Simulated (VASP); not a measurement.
# FeSi (P2_13) in VASP: single point with r2SCAN

Aim: the single point of FeSi with r2SCAN.

Program: VASP 6.6.1. These are calculated values, not measurements. Logs are shortened: lines on timing, memory, paths and dates and some standing lists are left out, and cuts for length are marked.

**1. The cell of the first run**

Symmetry: P2_13, No. 198, cubic system. Conventional cell: a = 4.403 Å, b = 4.403 Å, c = 4.403 Å, α = 90.00°, β = 90.00°, γ = 90.00°. Within 3.0 Å of Fe (site symmetry 3) lie 7 Si at 2.25 to 2.47 Å and 6 Fe at 2.70 Å. Si (site symmetry 3) has 7 Fe at 2.25 to 2.47 Å and 6 Si at 2.73 Å within 3.0 Å.

**2. Single point, r2SCAN**

Contents of POSCAR:

```
FeSi
1.0
    4.4030559845      0.0000000000      0.0000000000
    0.0000000000      4.4030559845      0.0000000000
    0.0000000000      0.0000000000      4.4030559845
Fe Si
4 4
Direct
    0.1366586896      0.1366586896      0.1366586896
    0.3633413104      0.8633413104      0.6366586896
    0.6366586896      0.3633413104      0.8633413104
    0.8633413104      0.6366586896      0.3633413104
    0.8411310727      0.8411310727      0.8411310727
    0.6588689273      0.1588689273      0.3411310727
    0.3411310727      0.6588689273      0.1588689273
    0.1588689273      0.3411310727      0.6588689273
```

Contents of INCAR.step1:

```
PREC = Accurate ; ENCUT = 520
ISMEAR = 0 ; SIGMA = 0.01
LREAL = F ; LASPH = T
NELM = 100 ; NBANDS = 34
GGA = PE ; ALGO = Normal
EDIFF = 1E-4 ; LWAVE = T
LCHARG = F
```

Contents of INCAR.step2:

```
PREC = Accurate ; ENCUT = 520
EDIFF = 1E-6 ; ISMEAR = 0
SIGMA = 0.01 ; LREAL = F
LASPH = T ; NELM = 100
ALGO = Normal ; ISIF = 2
LWAVE = F ; LCHARG = T
METAGGA = R2SCAN ; LMIXTAU = T
LELF = T ; LVHAR = T
NBANDS = 34 ; ISTART = 1
```

Contents of KPOINTS:

```
Automatic mesh
0
Gamma
  8 8 8
```

Potentials or basis: VASP PAW PBE potentials, release 64 (Fe, Si).

Started as:

```bash
$ cat potpaw_PBE.64/Fe/POTCAR potpaw_PBE.64/Si/POTCAR > POTCAR
$ cp INCAR.step1 INCAR
$ mpirun -np 1 vasp_std > vasp.out
$ cp INCAR.step2 INCAR
$ mpirun -np 1 vasp_std > vasp.out
```

OUTCAR:

```text
PREC = Accurate
   ENCUT = 520
   EDIFF = 1E-6
   ISMEAR = 0
   LREAL = F
   LASPH = T
   NELM = 100
   ISIF = 2
   METAGGA = R2SCAN
   ISTART = 1

 ion  position               nearest neighbor table
   1  0.137  0.137  0.137-   5 2.25   6 2.29   7 2.29   8 2.29   7 2.47   8 2.47   6 2.47   3 2.70
                             4 2.70   2 2.70   2 2.70   4 2.70   3 2.70
   2  0.363  0.863  0.637-   6 2.25   5 2.29   7 2.29   8 2.29   7 2.47   8 2.47   5 2.47   1 2.70
                             1 2.70   3 2.70   3 2.70   4 2.70   4 2.70
   3  0.637  0.363  0.863-   7 2.25   6 2.29   5 2.29   8 2.29   8 2.47   6 2.47   5 2.47   1 2.70
                             4 2.70   2 2.70   2 2.70   4 2.70   1 2.70
   4  0.863  0.637  0.363-   8 2.25   6 2.29   7 2.29   5 2.29   6 2.47   5 2.47   7 2.47   1 2.70
                             3 2.70   2 2.70   1 2.70   2 2.70   3 2.70
   5  0.841  0.841  0.841-   1 2.25   2 2.29   3 2.29   4 2.29   3 2.47   4 2.47   2 2.47   6 2.73
                             7 2.73   8 2.73   6 2.73   8 2.73   7 2.73
   6  0.659  0.159  0.341-   2 2.25   1 2.29   3 2.29   4 2.29   3 2.47   4 2.47   1 2.47   8 2.73
                             5 2.73   5 2.73   7 2.73   7 2.73   8 2.73
   7  0.341  0.659  0.159-   3 2.25   2 2.29   1 2.29   4 2.29   4 2.47   2 2.47   1 2.47   8 2.73
                             5 2.73   8 2.73   6 2.73   6 2.73   5 2.73
   8  0.159  0.341  0.659-   4 2.25   2 2.29   3 2.29   1 2.29   2 2.47   1 2.47   3 2.47   7 2.73
                             5 2.73   7 2.73   5 2.73   6 2.73   6 2.73

  LATTYP: Found a simple cubic cell.
 ALAT       =     4.4030559845

  Lattice vectors:

 A1 = (   4.4030559845,   0.0000000000,   0.0000000000)
 A2 = (   0.0000000000,   4.4030559845,   0.0000000000)
 A3 = (   0.0000000000,   0.0000000000,   4.4030559845)

Analysis of symmetry for initial positions (statically):
=====================================================================
 Subroutine PRICEL returns:
 Original cell was already a primitive cell.

 Routine SETGRP: Setting up the symmetry group for a
 simple cubic supercell.

 Subroutine GETGRP returns: Found 12 space group operations
 (whereof  3 operations were pure point group operations)
 out of a pool of 48 trial point group operations.

The static configuration has the point symmetry C_3 .
 The point group associated with its full space group is T   .

Analysis of symmetry for dynamics (positions and initial velocities):
=====================================================================
 Subroutine PRICEL returns:
 Original cell was already a primitive cell.

 Routine SETGRP: Setting up the symmetry group for a
 simple cubic supercell.

 Subroutine GETGRP returns: Found 12 space group operations
 (whereof  3 operations were pure point group operations)
 out of a pool of 48 trial point group operations.

The dynamic configuration has the point symmetry C_3 .
 The point group associated with its full space group is T   .

 Subroutine INISYM returns: Found 12 space group operations
 (whereof  3 operations are pure point group operations),
 and found     1 'primitive' translations

----------------------------------------------------------------------------------------

                                     Primitive cell

  volume of cell :      85.3616

  direct lattice vectors                    reciprocal lattice vectors
     4.403055984  0.000000000  0.000000000     0.227114986  0.000000000  0.000000000
     0.000000000  4.403055984  0.000000000     0.000000000  0.227114986  0.000000000
     0.000000000  0.000000000  4.403055984     0.000000000  0.000000000  0.227114986

  length of vectors
     4.403055984  4.403055984  4.403055984     0.227114986  0.227114986  0.227114986

  position of ions in fractional coordinates (direct lattice)
     0.136658690  0.136658690  0.136658690
     0.363341310  0.863341310  0.636658690
     0.636658690  0.363341310  0.863341310
     0.863341310  0.636658690  0.363341310
     0.841131073  0.841131073  0.841131073
     0.658868927  0.158868927  0.341131073
     0.341131073  0.658868927  0.158868927
     0.158868927  0.341131073  0.658868927

  ion indices of the primitive-cell ions
   primitive index   ion index
                 1           1
                 2           2
                 3           3
                 4           4
                 5           5
                 6           6
                 7           7
                 8           8

----------------------------------------------------------------------------------------

 KPOINTS: Automatic mesh

Automatic generation of k-mesh.
 Grid dimensions read from file:
 generate k-points for:    8    8    8

 Generating k-lattice:

  Cartesian coordinates                     Fractional coordinates (reciprocal lattice)
     0.028389373  0.000000000  0.000000000     0.125000000  0.000000000  0.000000000
     0.000000000  0.028389373  0.000000000     0.000000000  0.125000000  0.000000000
     0.000000000  0.000000000  0.028389373     0.000000000  0.000000000  0.125000000

  Length of vectors
     0.028389373  0.028389373  0.028389373

  Shift w.r.t. Gamma in fractional coordinates (k-lattice)
     0.000000000  0.000000000  0.000000000

 Subroutine IBZKPT returns following result:
 ===========================================

 Found     45 irreducible k-points:

 Following reciprocal coordinates:
            Coordinates               Weight
  0.000000  0.000000  0.000000      1.000000
  0.125000  0.000000  0.000000      6.000000
  0.250000  0.000000  0.000000      6.000000
  0.375000  0.000000  0.000000      6.000000
  0.500000  0.000000  0.000000      3.000000
  0.125000  0.125000  0.000000     12.000000
[... 16 lines left out ...]
  0.250000  0.125000  0.125000     24.000000
  0.375000  0.125000  0.125000     24.000000
 [... further k-points ...]
   k-points           NKPTS =     45   k-points in BZ     NKDIM =     45   number of bands    NBANDS=     34
   number of dos      NEDOS =    301   number of ions     NIONS =      8
   total plane-waves  NPLWV =  46656
   dimension x,y,z NGX =    36 NGY =   36 NGZ =   36
   dimension x,y,z NGXF=    72 NGYF=   72 NGZF=   72
   ions per type =               4   4
   NGX,Y,Z   is equivalent  to a cutoff of  13.59, 13.59, 13.59 a.u.
   NGXF,Y,Z  is equivalent  to a cutoff of  27.18, 27.18, 27.18 a.u.
 SYSTEM =  unknown system
   PREC   = accura    normal or accurate (medium, high low for compatibility)
   ISTART =      1    job   : 0-new  1-cont  2-samecut
   ICHARG =      0    charge: 1-file 2-atom 10-const
   ISPIN  =      1    spin polarized calculation?
   LNONCOLLINEAR =      F non collinear calculations
   LSORBIT =      F    spin-orbit coupling
   LASPH  =      T    aspherical Exc in radial PAW
   ENCUT  =  520.0 eV  38.22 Ry    6.18 a.u.   8.19  8.19  8.19*2*pi/ulx,y,z
   NELM   =    100;   NELMIN=  2; NELMDL=  0     # of ELM steps
   EDIFF  = 0.1E-05   stopping-criterion for ELM
   LREAL  =      F    real-space projection
   EDIFFG = 0.1E-04   stopping-criterion for IOM
   NSW    =      0    number of steps for IOM
   IBRION =     -1    ionic relax: 0-MD 1-quasi-New 2-CG
   NFREE  =      0    steps in history (QN), initial steepest desc. (CG)
   ISIF   =      2    stress and relaxation
   ISYM   =      2    0-nonsym 1-usesym 2-fastsym
   POTIM  = 0.5000    time-step for ionic-motion
   TEBEG  =    0.0;   TEEND  =   0.0 temperature during run
   PSTRESS=    0.0 pullay stress
   NELECT =      48.0000    total number of electrons
   NUPDOWN=      -1.0000    fix difference up-down
   EMIN   =  10.00;   EMAX   =-10.00  energy-range for DOS
   EFERMI =   0.00;   METHOD = LEGACY
   ISMEAR =     0;   SIGMA  =   0.01  broadening in eV -4-tet -1-fermi 0-gaus
   EFERMI_NEDOS =   21; number of points for ismear=-14 and -15
   IALGO  =     38    algorithm
   IMIX   =      4    mixing-type and parameters
     AMIX     =   0.40;   BMIX     =  1.00
     AMIX_MAG =   1.60;   BMIX_MAG =  1.00
  volume/ion in A,a.u.               =      10.67        72.01
  Fermi-wavevector in a.u.,A,eV,Ry     =   1.351246  2.553484 24.842406  1.825865
  Thomas-Fermi vector in A             =   2.478684
   LORBIT       =      0    0 simple, 1 ext, 2 COOP (PROOUT), +10 PAW based schemes
   METAGGA = R2SCAN    functional components
   LHFCALC =     F    Hartree Fock is set to
   AEXX    =    0.0000 exact exchange contribution
   IVDW    =     0    specifies the selected vdW correction
   LEPSILON=     F    determine dielectric tensor
   LRPA    =     F    only Hartree local field effects (RPA)
 non-spin polarized calculation
 Gauss-broadening in eV      SIGMA  =   0.01
  energy-cutoff  :      520.00
  volume of cell :       85.36
 maximum number of plane-waves:      2325
 NGX is ok and might be reduce to    36
   NGX = 17   NGY = 17   NGZ = 17

 number of electron      48.0000004 magnetization

 Free energy of the ion-electron system (eV)
  ---------------------------------------------------
  ext. energy  EPLUGINS =         0.00000000
  ---------------------------------------------------
  free energy    TOTEN  =       -94.76450017 eV

  energy without entropy =      -94.76450017  energy(sigma->0) =      -94.76450017

 E-fermi :  10.0965     XC(G=0): -13.9808

 val. band max:       10.0026225187   @ k =   0.3750   0.0000   0.0000
 cond. band min:      10.3295098229   @ k =   0.3750   0.1250   0.0000
 fundamental gap:      0.3268873042
 Fermi energy:        10.0964877352

 k-point     1 :       0.0000    0.0000    0.0000
  band No.  band energies     occupation
      1      -4.1949      2.00000
      2       1.5931      2.00000
      3       1.5931      2.00000
      4       1.5931      2.00000
      5       4.5329      2.00000
      6       4.5329      2.00000
[... 26 lines left out ...]
     33      14.6578      0.00000
     34      14.6578      0.00000

 k-point     2 :       0.1250    0.0000    0.0000
  band No.  band energies     occupation
      1      -4.0695      2.00000
      2       0.7694      2.00000
      3       1.6665      2.00000
      4       2.2110      2.00000
      5       4.0236      2.00000
      6       4.6109      2.00000
[... 26 lines left out ...]
     33      14.7992      0.00000
     34      14.9043      0.00000

 k-point     3 :       0.2500    0.0000    0.0000
  band No.  band energies     occupation
      1      -3.6975      2.00000
      2      -0.2458      2.00000
      3       1.8820      2.00000
      4       2.7265      2.00000
      5       3.7079      2.00000
      6       4.7791      2.00000
[... 26 lines left out ...]
     33      15.0872      0.00000
     34      15.1345      0.00000

 k-point     4 :       0.3750    0.0000    0.0000
  band No.  band energies     occupation
      1      -3.0926      2.00000
      2      -1.3056      2.00000
      3       2.2227      2.00000
      4       2.9800      2.00000
      5       3.6489      2.00000
      6       4.6717      2.00000
[... 26 lines left out ...]
     33      15.3601      0.00000
     34      15.4615      0.00000

 k-point     5 :       0.5000    0.0000    0.0000
  band No.  band energies     occupation
      1      -2.2805      2.00000
      2      -2.2805      2.00000
      3       2.6447      2.00000
      4       2.6447      2.00000
      5       4.1347      2.00000
      6       4.1347      2.00000
[... 621 lines left out ...]
 k-point    22 :       0.1250    0.1250    0.1250
  band No.  band energies     occupation
      1      -3.8207      2.00000
      2       0.5090      2.00000
      3       1.2092      2.00000
      4       2.5054      2.00000
      5       3.9462      2.00000
      6       4.7196      2.00000
[... 26 lines left out ...]
     33      14.6164      0.00000
     34      15.1470      0.00000

 k-point    23 :       0.2500    0.1250    0.1250
  band No.  band energies     occupation
      1      -3.4530      2.00000
      2      -0.1396      2.00000
      3       1.2525      2.00000
      4       2.6502      2.00000
      5       3.7221      2.00000
      6       4.5508      2.00000
[... 26 lines left out ...]
     33      14.8896      0.00000
     34      15.1913      0.00000

 k-point    24 :       0.3750    0.1250    0.1250
  band No.  band energies     occupation
      1      -2.8560      2.00000
      2      -1.1128      2.00000
      3       1.6235      2.00000
      4       2.6583      2.00000
      5       3.4690      2.00000
      6       4.3018      2.00000
[... 26 lines left out ...]
     33      14.7013      0.00000
     34      15.4327      0.00000

 [... further k-points ...]

------------------------ aborting loop because EDIFF is reached ----------------------------------------

  FORCE on cell =-STRESS in cart. coord.  units (eV):
  Direction    XX          YY          ZZ          XY          YZ          ZX
  --------------------------------------------------------------------------------------
  -------------------------------------------------------------------------------------
  Total        0.2243690      0.2243690      0.2243690     -0.0000000      0.0000000      0.0000000
  in kB        4.2112471      4.2112471      4.2112471     -0.0000000      0.0000000      0.0000000
  external PRESSURE =       4.2112471 kB  Pullay stress =       0.0000000 kB

 VOLUME and BASIS-vectors are now :
 -----------------------------------------------------------------------------
  energy-cutoff  :      520.00
  volume of cell :       85.36
      direct lattice vectors                 reciprocal lattice vectors
     4.403055984  0.000000000  0.000000000     0.227114986  0.000000000  0.000000000
     0.000000000  4.403055984  0.000000000     0.000000000  0.227114986  0.000000000
     0.000000000  0.000000000  4.403055984     0.000000000  0.000000000  0.227114986

 POSITION                                       TOTAL-FORCE (eV/Angst)
 -----------------------------------------------------------------------------------
      0.60172      0.60172      0.60172         0.021725      0.021725      0.021725
      1.59981      3.80134      2.80324        -0.021725     -0.021725      0.021725
      2.80324      1.59981      3.80134         0.021725     -0.021725     -0.021725
      3.80134      2.80324      1.59981        -0.021725      0.021725     -0.021725
      3.70355      3.70355      3.70355         0.000849      0.000849      0.000849
      2.90104      0.69951      1.50202        -0.000849     -0.000849      0.000849
      1.50202      2.90104      0.69951         0.000849     -0.000849     -0.000849
      0.69951      1.50202      2.90104        -0.000849      0.000849     -0.000849
 -----------------------------------------------------------------------------------
    total drift:                               -0.000001     -0.000001     -0.000000

  FREE ENERGIE OF THE ION-ELECTRON SYSTEM (eV)
  ---------------------------------------------------
  free  energy   TOTEN  =       -94.7645001664 eV

  energy  without entropy=      -94.7645001664  energy(sigma->0) =      -94.76450017
```

Run time: 4.9 min. Hardware: 1 thread of Intel Xeon 6975P-C (Granite Rapids), shared host; peak memory 0.27 GiB.

What came out:

```
Free energy            : -94.7645 eV
Pressure               : 0.4 GPa
Largest force          : 0.038 eV/Å
Band gap on the k mesh : 0.33 eV, indirect (least direct gap 0.33 eV)
```

Forces in eV/Å, atoms in the order of the input:
```
Fe   0.022  0.022  0.022
Fe  -0.022 -0.022  0.022
Fe   0.022 -0.022 -0.022
Fe  -0.022  0.022 -0.022
Si   0.001  0.001  0.001
Si  -0.001 -0.001  0.001
Si   0.001 -0.001 -0.001
Si  -0.001  0.001 -0.001
```

Caveat: the PAW data sets were made with another functional, which shifts forces and pressure a little.
